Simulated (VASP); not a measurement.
PbS, 2 atoms in the cell. It takes space group Fm-3m (No. 225, cubic). Conventional cell: a = 5.974 Å, b = 5.974 Å, c = 5.974 Å, α = 90.00°, β = 90.00°, γ = 90.00°. Pb (site symmetry m-3m) has 6 S at 2.99 Å within 3.9 Å. Within 3.9 Å of S (site symmetry m-3m) lie 6 Pb at 2.99 Å. 

* Program: VASP 6.6.1
* Task: single point
* Functional: PBE
* Potentials or basis: VASP PAW PBE potentials, release 64 (Pb_d, S)
* Cutoff: 520 eV
* k mesh: 8 × 8 × 8
* Occupations: fermi-dirac, width 0.02 eV
* Spin: no spin polarisation
* Dipole correction: no
* Further INCAR settings: ALGO = Normal; EDIFF = 1e-07; NBANDS = 17

Potentials or basis: VASP PAW PBE potentials, release 64 (Pb_d, S).

The run is started by

```sh
$ cat potpaw_PBE.64/Pb_d/POTCAR potpaw_PBE.64/S/POTCAR > POTCAR
$ mpirun -np 1 vasp_std > vasp.out
```

Hardware: 1 thread of AMD EPYC 9R45 96-Core Processor (Zen 5) (shared host).

Task: How long does it take, and how much memory?

Result: Run time: 16 s on 1 thread of AMD EPYC 9R45 96-Core Processor (Zen 5), with other jobs on the host, peak memory 0.15 GiB. Counts: scf iterations 13, k points 29.
